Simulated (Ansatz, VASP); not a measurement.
# Two plane-wave programs on C

```xyz
2
Lattice="0.0000 1.9555 1.8483 1.5537 0.0000 1.8483 1.5537 1.9555 0.0000" Properties=species:S:1:pos:R:3 pbc="T T T"
C     1.5537    1.9555    1.8483
C     2.3305    2.9332    2.7725
```

Change from the starting cell: strain +e along x and -e along y -0.1125, strain +e along z and -e/2 along x and y +0.0350.

Alike in both runs: task single point; functional PBE; k mesh 12 × 12 × 12; occupations gaussian, width 0.05 eV; no spin polarisation.

|  | VASP | Ansatz |
| --- | --- | --- |
| version | VASP 6.6.1 | Ansatz 0.2.0 |
| potentials or method | VASP PAW PBE potentials, release 64 (C), cutoff 520 eV | scalar-relativistic, plane waves, PAW |
| valence electrons in the cell | 8 | 8 |

VASP gave:

- gap on the k mesh at the Fermi level (eV): none
- pressure (GPa): 7.5
- traceless stress, the component that is largest in VASP (GPa): 100.47

What did Ansatz give for the same quantities?

gap on the k mesh at the Fermi level (eV): none; pressure (GPa): 6.9; traceless stress, the component that is largest in VASP (GPa): 100.55.

A gap of «none» marks a metal or a gap that the smearing closes.
